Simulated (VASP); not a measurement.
# SiC (F-43m) in VASP: further runs, part 2 of 2

VASP 6.6.1. Earlier steps stand in the parts before.

**3. Single point, PBE**

This run uses another cell than the first one, of 10.27 Å³/atom, 0.979 times its volume.

INCAR

```
SYSTEM = SiC
PREC     = Accurate       ! precision mode
ENCUT    = 520            ! plane-wave cutoff, eV
EDIFF    = 1E-7           ! SCF threshold, eV
ISMEAR   = 0              ! smearing method
SIGMA    = 0.1            ! smearing width, eV
LREAL    = .FALSE.        ! projectors in reciprocal space
LASPH    = .TRUE.         ! aspherical terms in the spheres
NELM     = 60             ! most SCF steps
ALGO     = Normal         ! electronic algorithm
ISIF     = 2              ! what is computed and relaxed
LWAVE    = .FALSE.        ! write WAVECAR
LCHARG   = .TRUE.         ! write CHGCAR
GGA      = PE             ! functional
LELF     = .TRUE.         ! ELF
LVHAR    = .TRUE.       
NBANDS   = 11             ! bands
```

KPOINTS

```
Automatic mesh
0
G
  8 8 8
  0 0 0
```

POSCAR

```
SiC
1.0
    0.0000000000      2.1740000000      2.1740000000
    2.1740000000      0.0000000000      2.1740000000
    2.1740000000      2.1740000000      0.0000000000
Si C
1 1
Direct
    0.0000000000      0.0000000000      0.0000000000
    0.7500000000      0.7500000000      0.7500000000
```

Potentials or basis: VASP PAW PBE potentials, release 64 (Si, C).

Launch:

```bash
$ cat potpaw_PBE.64/Si/POTCAR potpaw_PBE.64/C/POTCAR > POTCAR
$ mpirun -np 1 vasp_std > vasp.out
```

OUTCAR:

```text
SYSTEM = SiC
   PREC = Accurate
   ENCUT = 520
   EDIFF = 1E-7
   ISMEAR = 0
   LREAL = .FALSE.
   LASPH = .TRUE.
   NELM = 60
   ISIF = 2
   GGA = PE

 ion  position               nearest neighbor table
   1  0.000  0.000  0.000-   2 1.88   2 1.88   2 1.88   2 1.88
   2  0.750  0.750  0.750-   1 1.88   1 1.88   1 1.88   1 1.88

  LATTYP: Found a face centered cubic cell.
 ALAT       =     4.3480000000

  Lattice vectors:

 A1 = (   0.0000000000,   2.1740000000,   2.1740000000)
 A2 = (   2.1740000000,   0.0000000000,   2.1740000000)
 A3 = (   2.1740000000,   2.1740000000,   0.0000000000)

Analysis of symmetry for initial positions (statically):
=====================================================================
 Subroutine PRICEL returns:
 Original cell was already a primitive cell.

 Routine SETGRP: Setting up the symmetry group for a
 face centered cubic supercell.

 Subroutine GETGRP returns: Found 24 space group operations
 (whereof 24 operations were pure point group operations)
 out of a pool of 48 trial point group operations.

The static configuration has the point symmetry T_d .

Analysis of symmetry for dynamics (positions and initial velocities):
=====================================================================
 Subroutine PRICEL returns:
 Original cell was already a primitive cell.

 Routine SETGRP: Setting up the symmetry group for a
 face centered cubic supercell.

 Subroutine GETGRP returns: Found 24 space group operations
 (whereof 24 operations were pure point group operations)
 out of a pool of 48 trial point group operations.

The dynamic configuration has the point symmetry T_d .

 Subroutine INISYM returns: Found 24 space group operations
 (whereof 24 operations are pure point group operations),
 and found     1 'primitive' translations

----------------------------------------------------------------------------------------

                                     Primitive cell

  volume of cell :      20.5498

  direct lattice vectors                    reciprocal lattice vectors
     0.000000000  2.174000000  2.174000000    -0.229990800  0.229990800  0.229990800
     2.174000000  0.000000000  2.174000000     0.229990800 -0.229990800  0.229990800
     2.174000000  2.174000000  0.000000000     0.229990800  0.229990800 -0.229990800

  length of vectors
     3.074500285  3.074500285  3.074500285     0.398355752  0.398355752  0.398355752

  position of ions in fractional coordinates (direct lattice)
     0.000000000  0.000000000  0.000000000
     0.750000000  0.750000000  0.750000000

  ion indices of the primitive-cell ions
   primitive index   ion index
                 1           1
                 2           2

----------------------------------------------------------------------------------------

 KPOINTS: Automatic mesh

Automatic generation of k-mesh.
 Grid dimensions read from file:
 generate k-points for:    8    8    8

 Generating k-lattice:

  Cartesian coordinates                     Fractional coordinates (reciprocal lattice)
    -0.028748850  0.028748850  0.028748850     0.125000000  0.000000000  0.000000000
     0.028748850 -0.028748850  0.028748850     0.000000000  0.125000000  0.000000000
     0.028748850  0.028748850 -0.028748850     0.000000000  0.000000000  0.125000000

  Length of vectors
     0.049794469  0.049794469  0.049794469

  Shift w.r.t. Gamma in fractional coordinates (k-lattice)
     0.000000000  0.000000000  0.000000000

 Subroutine IBZKPT returns following result:
 ===========================================

 Found     29 irreducible k-points:

 Following reciprocal coordinates:
            Coordinates               Weight
  0.000000  0.000000  0.000000      1.000000
  0.125000  0.000000  0.000000      8.000000
  0.250000  0.000000  0.000000      8.000000
  0.375000  0.000000  0.000000      8.000000
  0.500000  0.000000  0.000000      4.000000
  0.125000  0.125000  0.000000      6.000000
[... 16 lines left out ...]
  0.500000  0.250000  0.125000     48.000000
 -0.375000  0.250000  0.125000     24.000000
 [... further k-points ...]
   k-points           NKPTS =     29   k-points in BZ     NKDIM =     29   number of bands    NBANDS=     11
   number of dos      NEDOS =    301   number of ions     NIONS =      2
   total plane-waves  NPLWV =  13824
   dimension x,y,z NGX =    24 NGY =   24 NGZ =   24
   dimension x,y,z NGXF=    48 NGYF=   48 NGZF=   48
   ions per type =               1   1
   NGX,Y,Z   is equivalent  to a cutoff of  12.98, 12.98, 12.98 a.u.
   NGXF,Y,Z  is equivalent  to a cutoff of  25.95, 25.95, 25.95 a.u.
 SYSTEM =  SiC
   PREC   = accura    normal or accurate (medium, high low for compatibility)
   ISTART =      0    job   : 0-new  1-cont  2-samecut
   ICHARG =      2    charge: 1-file 2-atom 10-const
   ISPIN  =      1    spin polarized calculation?
   LNONCOLLINEAR =      F non collinear calculations
   LSORBIT =      F    spin-orbit coupling
   LASPH  =      T    aspherical Exc in radial PAW
   ENCUT  =  520.0 eV  38.22 Ry    6.18 a.u.   5.72  5.72  5.72*2*pi/ulx,y,z
   NELM   =     60;   NELMIN=  2; NELMDL= -5     # of ELM steps
   EDIFF  = 0.1E-06   stopping-criterion for ELM
   LREAL  =      F    real-space projection
   EDIFFG = 0.1E-05   stopping-criterion for IOM
   NSW    =      0    number of steps for IOM
   IBRION =     -1    ionic relax: 0-MD 1-quasi-New 2-CG
   NFREE  =      0    steps in history (QN), initial steepest desc. (CG)
   ISIF   =      2    stress and relaxation
   ISYM   =      2    0-nonsym 1-usesym 2-fastsym
   POTIM  = 0.5000    time-step for ionic-motion
   TEBEG  =    0.0;   TEEND  =   0.0 temperature during run
   PSTRESS=    0.0 pullay stress
   NELECT =       8.0000    total number of electrons
   NUPDOWN=      -1.0000    fix difference up-down
   EMIN   =  10.00;   EMAX   =-10.00  energy-range for DOS
   EFERMI =   0.00;   METHOD = LEGACY
   ISMEAR =     0;   SIGMA  =   0.10  broadening in eV -4-tet -1-fermi 0-gaus
   EFERMI_NEDOS =   21; number of points for ismear=-14 and -15
   IALGO  =     38    algorithm
   IMIX   =      4    mixing-type and parameters
     AMIX     =   0.40;   BMIX     =  1.00
     AMIX_MAG =   1.60;   BMIX_MAG =  1.00
  volume/ion in A,a.u.               =      10.27        69.34
  Fermi-wavevector in a.u.,A,eV,Ry     =   1.195369  2.258920 19.441458  1.428907
  Thomas-Fermi vector in A             =   2.331336
   LORBIT       =      0    0 simple, 1 ext, 2 COOP (PROOUT), +10 PAW based schemes
   GGA     = PE    functional components
   LHFCALC =     F    Hartree Fock is set to
   AEXX    =    0.0000 exact exchange contribution
   IVDW    =     0    specifies the selected vdW correction
   LEPSILON=     F    determine dielectric tensor
   LRPA    =     F    only Hartree local field effects (RPA)
 non-spin polarized calculation
 Gauss-broadening in eV      SIGMA  =   0.10
  energy-cutoff  :      520.00
  volume of cell :       20.55
 maximum number of plane-waves:       568
   NGX = 11   NGY = 11   NGZ = 11

 number of electron       8.0000001 magnetization

 Free energy of the ion-electron system (eV)
  ---------------------------------------------------
  ext. energy  EPLUGINS =         0.00000000
  ---------------------------------------------------
  free energy    TOTEN  =       -15.05307905 eV

  energy without entropy =      -15.05307905  energy(sigma->0) =      -15.05307905

 E-fermi :   8.6086     XC(G=0): -11.3860

 val. band max:        8.1854542957   @ k =   0.0000   0.0000   0.0000
 cond. band min:       9.5352021054   @ k =   0.5000   0.5000   0.0000
 fundamental gap:      1.3497478097
 Fermi energy:         8.6086379187

 k-point     1 :       0.0000    0.0000    0.0000
  band No.  band energies     occupation
      1      -7.2724      2.00000
      2       8.1855      2.00000
      3       8.1855      2.00000
      4       8.1855      2.00000
      5      14.5001      0.00000
      6      15.5401      0.00000
      7      15.5401      0.00000
      8      15.5401      0.00000
      9      22.7316      0.00000
     10      22.7316      0.00000
     11      24.7729      0.00000
[... 309 lines left out ...]
 k-point    24 :      -0.3750    0.2500    0.1250
  band No.  band energies     occupation
      1      -3.0283      2.00000
      2       0.3279      2.00000
      3       4.4669      2.00000
      4       5.9180      2.00000
      5      13.4477      0.00000
      6      15.5094      0.00000
      7      18.3918      0.00000
      8      19.2455      0.00000
      9      21.6763      0.00000
     10      24.4705      0.00000
     11      27.5961      0.00000

 [... further k-points ...]
[... 5 lines left out ...]
  --------------------------------------------------------------------------------------
  -------------------------------------------------------------------------------------
  Total        0.6141635      0.6141635      0.6141635      0.0000000      0.0000000      0.0000000
  in kB       47.8835078     47.8835078     47.8835078      0.0000000      0.0000000      0.0000000
  external PRESSURE =      47.8835078 kB  Pullay stress =       0.0000000 kB

 VOLUME and BASIS-vectors are now :
 -----------------------------------------------------------------------------
  energy-cutoff  :      520.00
  volume of cell :       20.55
      direct lattice vectors                 reciprocal lattice vectors
     0.000000000  2.174000000  2.174000000    -0.229990800  0.229990800  0.229990800
     2.174000000  0.000000000  2.174000000     0.229990800 -0.229990800  0.229990800
     2.174000000  2.174000000  0.000000000     0.229990800  0.229990800 -0.229990800

 POSITION                                       TOTAL-FORCE (eV/Angst)
 -----------------------------------------------------------------------------------
      0.00000      0.00000      0.00000         0.000000      0.000000      0.000000
      3.26100      3.26100      3.26100        -0.000000     -0.000000     -0.000000
 -----------------------------------------------------------------------------------
    total drift:                               -0.000000     -0.000000     -0.000000

  FREE ENERGIE OF THE ION-ELECTRON SYSTEM (eV)
  ---------------------------------------------------
  free  energy   TOTEN  =       -15.0530790505 eV

  energy  without entropy=      -15.0530790505  energy(sigma->0) =      -15.05307905
```

Run time: 5.5 s. Hardware: 1 thread of AMD EPYC 7R13 (Zen 3), shared host; peak memory 0.1 GiB.

What came out:

- Free energy: -15.0531 eV
- Pressure: 4.8 GPa
- Band gap on the k mesh: 1.35 eV, indirect (least direct gap 4.55 eV)

A k mesh can miss the band edges. Expect the measured gap to be larger: semilocal functionals such as PBE lack the derivative discontinuity.

**4. Single point, PBE**

INCAR

```
SYSTEM = SiC
ALGO = Normal
EDIFF = 1E-6
ENCUT = 520
GGA = PE
ISIF = 2
ISMEAR = 0
LASPH = .TRUE.
LCHARG = .FALSE.
LREAL = .FALSE.
LWAVE = .FALSE.
NBANDS = 11
NELM = 80
PREC = Accurate
SIGMA = 0.02
```

KPOINTS

```
k-points
0
G
  12 12 12
  0 0 0
```

POSCAR

```
SiC
1.0
    0.0000000000      2.1897251403      2.1897251403
    2.1897251403      0.0000000000      2.1897251403
    2.1897251403      2.1897251403      0.0000000000
Si C
1 1
Direct
    0.0000000000      0.0000000000      0.0000000000
    0.7500000000      0.7500000000      0.7500000000
```

Launch:

```bash
$ cat potpaw_PBE.64/Si/POTCAR potpaw_PBE.64/C/POTCAR > POTCAR
$ mpirun -np 1 vasp_std > vasp.out
```

Run time: 10 s. Hardware: 1 thread of AMD EPYC 7R13 (Zen 3), shared host; peak memory 0.11 GiB.

It converged, with:

* Free energy: -15.0610 eV
* Pressure: 0.0 GPa
* Band gap on the k mesh: 1.37 eV, indirect (least direct gap 4.53 eV)

Levels at points of the mesh, in eV from the valence-band top:
| k point | band 1 | band 2 | band 3 | band 4 | band 5 | band 6 | band 7 | band 8 |
| --- | --- | --- | --- | --- | --- | --- | --- | --- |
| (0.00, 0.00, 0.00) | -15.29 | 0.00 | 0.00 | 0.00 | 6.06 | 7.21 | 7.21 | 7.21 |
| (0.50, 0.00, 0.00) | -11.78 | -8.45 | -1.05 | -1.05 | 5.30 | 7.17 | 7.17 | 9.97 |
| (0.50, 0.50, 0.00) | -10.34 | -7.75 | -3.16 | -3.16 | 1.37 | 4.27 | 13.86 | 13.86 |

**5. Relaxation of cell and atoms, PBE**

This run uses another cell than the first one, of 10.27 Å³/atom, 0.979 times its volume.

INCAR

```
SYSTEM = SiC
PREC     = Accurate       ! precision mode
ENCUT    = 600            ! plane-wave cutoff, eV
EDIFF    = 1E-7           ! SCF threshold, eV
ISMEAR   = 0              ! smearing method
SIGMA    = 0.02           ! smearing width, eV
LREAL    = .False.        ! projectors in reciprocal space
LASPH    = .True.         ! aspherical terms in the spheres
NELM     = 100            ! most SCF steps
ALGO     = Normal         ! electronic algorithm
ISIF     = 3              ! what is computed and relaxed
LWAVE    = .False.        ! write WAVECAR
LCHARG   = .False.        ! write CHGCAR
GGA      = PE             ! functional
IBRION   = 2              ! ionic algorithm
NSW      = 100            ! ionic steps
EDIFFG   = -0.005         ! ionic threshold
```

KPOINTS

```
regular mesh
0
Gamma
  12 12 12
  0 0 0
```

POSCAR

```
SiC
1.0
    0.0000000000      2.1740000000      2.1740000000
    2.1740000000      0.0000000000      2.1740000000
    2.1740000000      2.1740000000      0.0000000000
Si C
1 1
Direct
    0.0000000000      0.0000000000      0.0000000000
    0.7500000000      0.7500000000      0.7500000000
```

Potentials or basis: VASP PAW PBE potentials, release 64 (Si, C).

Launch:

```bash
$ cat potpaw_PBE.64/Si/POTCAR potpaw_PBE.64/C/POTCAR > POTCAR
$ mpirun -np 1 vasp_std > vasp.out
```

OUTCAR:

```text
SYSTEM = SiC
   PREC = Accurate
   ENCUT = 600
   EDIFF = 1E-7
   ISMEAR = 0
   LREAL = .False.
   LASPH = .True.
   NELM = 100
   ISIF = 3
   GGA = PE
   IBRION = 2
   NSW = 100
   EDIFFG = -0.005

 ion  position               nearest neighbor table
   1  0.000  0.000  0.000-   2 1.88   2 1.88   2 1.88   2 1.88
   2  0.750  0.750  0.750-   1 1.88   1 1.88   1 1.88   1 1.88

  LATTYP: Found a face centered cubic cell.
 ALAT       =     4.3480000000

  Lattice vectors:

 A1 = (   0.0000000000,   2.1740000000,   2.1740000000)
 A2 = (   2.1740000000,   0.0000000000,   2.1740000000)
 A3 = (   2.1740000000,   2.1740000000,   0.0000000000)

Analysis of symmetry for initial positions (statically):
=====================================================================
 Subroutine PRICEL returns:
 Original cell was already a primitive cell.

 Routine SETGRP: Setting up the symmetry group for a
 face centered cubic supercell.

 Subroutine GETGRP returns: Found 24 space group operations
 (whereof 24 operations were pure point group operations)
 out of a pool of 48 trial point group operations.
[... 171 lines left out ...]
  --------------------------------------------------------------------------------------
  -------------------------------------------------------------------------------------
  Total        0.5950486      0.5950486      0.5950486      0.0000000     -0.0000000     -0.0000000
  in kB       46.3932113     46.3932113     46.3932113      0.0000000     -0.0000000     -0.0000000
  external PRESSURE =      46.3932113 kB  Pullay stress =       0.0000000 kB
[... 59 lines left out ...]
--------------------------------------- Ionic step        3  -------------------------------------------

 number of electron       8.0000000 magnetization

 Free energy of the ion-electron system (eV)
  ---------------------------------------------------
  ext. energy  EPLUGINS =         0.00000000
  ---------------------------------------------------
  free energy    TOTEN  =       -15.06189266 eV

  energy without entropy =      -15.06189266  energy(sigma->0) =      -15.06189266

 E-fermi :   8.0255     XC(G=0): -11.2945

 val. band max:        7.9483223960   @ k =   0.0000   0.0000   0.0000
 cond. band min:       9.3187742921   @ k =   0.5000   0.5000   0.0000
 fundamental gap:      1.3704518960
 Fermi energy:         8.0255015849

 k-point     1 :       0.0000    0.0000    0.0000
  band No.  band energies     occupation
      1      -7.3442      2.00000
      2       7.9483      2.00000
      3       7.9483      2.00000
      4       7.9483      2.00000
      5      14.0163      0.00000
      6      15.1588      0.00000
      7      15.1588      0.00000
      8      15.1588      0.00000
[... 243 lines left out ...]
 k-point    24 :      -0.4167    0.1667    0.0000
  band No.  band energies     occupation
      1      -3.5104      2.00000
      2       0.0082      2.00000
      3       4.8808      2.00000
      4       6.4461      2.00000
      5      13.0478      0.00000
      6      15.5708      0.00000
      7      16.4177      0.00000
      8      18.9929      0.00000

 [... further k-points ...]
[... 5 lines left out ...]
  --------------------------------------------------------------------------------------
  -------------------------------------------------------------------------------------
  Total       -0.0008490     -0.0008490     -0.0008490      0.0000000     -0.0000000     -0.0000000
  in kB       -0.0648181     -0.0648181     -0.0648181      0.0000000     -0.0000000     -0.0000000
  external PRESSURE =      -0.0648181 kB  Pullay stress =       0.0000000 kB
[... 17 lines left out ...]
  FREE ENERGIE OF THE ION-ELECTRON SYSTEM (eV)
  ---------------------------------------------------
  free  energy   TOTEN  =       -15.0618926558 eV

  energy  without entropy=      -15.0618926558  energy(sigma->0) =      -15.06189266

 reached required accuracy - stopping structural energy minimisation
```

CONTCAR:

```text
SiC
   1.00000000000000
     0.0000000000000000    2.1892942824499659    2.1892942824499659
     2.1892942824499659    0.0000000000000000    2.1892942824499659
     2.1892942824499659    2.1892942824499659    0.0000000000000000
  Si              C
     1     1
Direct
     0.0000000000000000    0.0000000000000000    0.0000000000000000
     0.7500000000000000    0.7500000000000000    0.7500000000000000

  0.00000000E+00  0.00000000E+00  0.00000000E+00
  0.00000000E+00  0.00000000E+00  0.00000000E+00
```

Wall time 29 s (1 thread of AMD EPYC 7R13 (Zen 3), shared host); peak memory 0.13 GiB.

What came out:

| Property | Result |
| --- | --- |
| Free energy | -15.0619 eV |
| Relaxed volume | 10.49 Å³/atom |
| Relaxed cell | a = 3.096 Å, b = 3.096 Å, c = 3.096 Å, α = 60.00°, β = 60.00°, γ = 60.00° |
| Space group after relaxing (to 0.05 Å) | F-43m (No. 216) |
| Energy gained by relaxing | 3.1 meV/atom |
| Ionic steps | 3 |
| Pressure after relaxing | 0.0 GPa |
| Band gap on the k mesh | 1.37 eV, indirect (least direct gap 4.53 eV) |

The path:
```
step  energy change (eV)  largest force (eV/Å)  pressure (GPa)  volume (Å³)
   1              0.0000                0.0000            4.64        20.55
   2              0.0003                0.0000           -4.42        21.45
   3             -0.0062                0.0000           -0.01        20.99
```

Final structure:
```
CELL_PARAMETERS angstrom
0.00000 2.18929 2.18929
2.18929 0.00000 2.18929
2.18929 2.18929 0.00000
ATOMIC_POSITIONS crystal
Si 0.00000 0.00000 0.00000
C 0.75000 0.75000 0.75000
```

**6. Summary**

| task | cell | k mesh | cutoff (eV) | smearing | gap on the mesh (eV) | pressure (GPa) |
| --- | --- | --- | --- | --- | --- | --- |
| single point | a = 3.097 Å, angles 60.0°, 2 atoms | 12 × 12 × 12 | 520 | gaussian 0.02 eV | 1.37 | 0.0 |
| single point | a = 3.075 Å, angles 60.0°, 2 atoms | 8 × 8 × 8 | 520 | gaussian 0.1 eV | 1.35 | 4.8 |
| relaxation of cell and atoms | relaxed from a = 3.075 Å, angles 60.0°, 2 atoms | 12 × 12 × 12 | 600 | gaussian 0.02 eV | 1.37 | 0.0 |

Alike in all rows: level PBE; potentials or basis VASP PAW PBE potentials, release 64 (Si, C); no spin polarisation.

Absolute energies hang on the potentials; compare differences alone.

**7. Comparison with measurements**

Step 2. A measured gap of SiC is 2.4 eV (indirect; quoted in “Insight into the structural, elastic and electronic properties of a new orthorhombic 6O-SiC polytype”, 2020, pmc:7200658); the calculated 1.37 eV misses it by -1.03 eV. The value is that of PBE on a finite k mesh, which can miss the band edges, without temperature or zero-point motion. Semilocal functionals fall short of measured gaps as a rule.

Step 4. Measured gap of SiC: 2.4 eV (indirect; quoted in “Insight into the structural, elastic and electronic properties of a new orthorhombic 6O-SiC polytype”, 2020, pmc:7200658). This calculation gives 1.37 eV (-1.03 eV). The value is that of PBE on a finite k mesh, which can miss the band edges, without temperature or zero-point motion. Semilocal functionals fall short of measured gaps as a rule.
